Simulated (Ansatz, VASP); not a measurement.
MoS2 in VASP and in Ansatz

INCAR

```
SYSTEM = MoS2
ALGO = Normal
EDIFF = 1E-6
ENCUT = 520
GGA = CA
ISIF = 2
ISMEAR = 0
LASPH = .TRUE.
LCHARG = .FALSE.
LREAL = .FALSE.
LWAVE = .FALSE.
NBANDS = 35
NELM = 100
PREC = Accurate
SIGMA = 0.01
```

File KPOINTS:

```
k-points
0
G
  8 8 2
  0 0 0
```

POSCAR

```
MoS2
1.0
    3.1221912629      0.0000000000      0.0000000000
   -1.5610956314      2.7038969491      0.0000000000
    0.0000000000      0.0000000000     12.0749351227
Mo S
2 4
Direct
    0.3333333333      0.6666666667      0.2500000000
    0.6666666667      0.3333333333      0.7500000000
    0.3333333333      0.6666666667      0.6212830816
    0.6666666667      0.3333333333      0.1212830816
    0.3333333333      0.6666666667      0.8787169184
    0.6666666667      0.3333333333      0.3787169184
```

Input for Ansatz:

```yaml
crystal:
  lattice:
    - [3.12219126287, 0.0, 0.0]
    - [-1.56109563143, 2.70389694912, 0.0]
    - [0.0, 0.0, 12.0749351227]
  atoms:
    - { symbol: Mo, position: [0.333333333333, 0.666666666667, 0.25] }
    - { symbol: Mo, position: [0.666666666667, 0.333333333333, 0.75] }
    - { symbol: S, position: [0.333333333333, 0.666666666667, 0.621283081595] }
    - { symbol: S, position: [0.666666666667, 0.333333333333, 0.121283081595] }
    - { symbol: S, position: [0.333333333333, 0.666666666667, 0.878716918405] }
    - { symbol: S, position: [0.666666666667, 0.333333333333, 0.378716918405] }
kpoints:
  mp_grid: { grid: [8, 8, 2] }
scf:
  occupations: { method: fixed }
hamiltonian:
  xc: lda
  pseudopotentials: { kind: all_electron, lapw: { basis_error: 0.001 } }
output:
  forces: true
  stress: true
  eigenvalues: true
  eigenstates:
    nscf_kmesh: { grid: [10, 10, 4] }
    de_dk: true
    e_range: [-9, 10.758620573]
  optics:
    e_range: [0, 25]
    de: 0.2
    sigma: 0.25
    bands: { spectra_wanted_up_to: 25 }
    nscf_kmesh: { grid: [10, 10, 4] }
checkpoint:
  write: ck
  write_wavefunctions: false
```

Alike in both runs: task single point; functional LDA; k mesh 8 × 8 × 2; no spin polarisation.

|  | VASP | Ansatz |
| --- | --- | --- |
| version | VASP 6.6.1 | Ansatz 0.2.0 |
| potentials or method | VASP PAW LDA potentials, release 64 (Mo_sv, S), cutoff 520 eV | all-electron LAPW, scalar-relativistic |
| occupations | gaussian, width 0.01 eV | fixed |

|  | VASP | Ansatz | Ansatz less VASP |
| --- | --- | --- | --- |
| gap on the k mesh at the Fermi level (eV) | 0.84 | 0.83 | -0.008 |
| pressure (GPa) | 0.1 | 0.1 | -0.04 |
| rms of the force components (eV/Å) | 0.007 | 0.002 | -0.0053 |

LDA's correlation is that of Perdew and Zunger in VASP and of Perdew and Wang (1992) in Ansatz. Atom by atom the forces differ by 0.005 eV/Å (rms over components). Ansatz ran all-electron here, and VASP with PAW potentials.
